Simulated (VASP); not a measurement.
Li, 3 atoms in the cell. Symmetry: P6/mmm, No. 191, hexagonal system. Conventional cell: a = 4.830 Å, b = 4.830 Å, c = 2.823 Å, α = 90.00°, β = 90.00°, γ = 120.00°. Within 3.7 Å of Li (site symmetry 6/mmm) lie 14 Li at 2.82 to 3.13 Å. Li (site symmetry -6m2) has 11 Li at 2.79 to 3.13 Å within 3.7 Å. This isn't the form of Li at room conditions, which is bcc.

```yaml
Program: VASP 6.6.1
Task: single point
Functional: LDA
Potentials_or_basis: VASP PAW LDA potentials, release 64 (Li_sv)
Cutoff: 750 eV
k_mesh: 6 × 6 × 9
Occupations: fermi-dirac, width 0.1 eV
Spin: no spin polarisation
Dipole_correction: no
Further_INCAR_settings: ALGO = Normal; EDIFF = 1e-06; NBANDS = 12
```

Potentials or basis: VASP PAW LDA potentials, release 64 (Li_sv).

Run with:

```console
$ cat potpaw_LDA.64/Li_sv/POTCAR > POTCAR
$ mpirun -np 1 vasp_std > vasp.out
```

Hardware: 1 thread of Intel Xeon 8259CL, with other jobs on the host.

Task: Estimate the wall time of this run.

Result: Wall time 61 s on 1 thread of Intel Xeon 8259CL, with other jobs on the host, peak memory 0.19 GiB. Counts: scf iterations 10, k points 35.
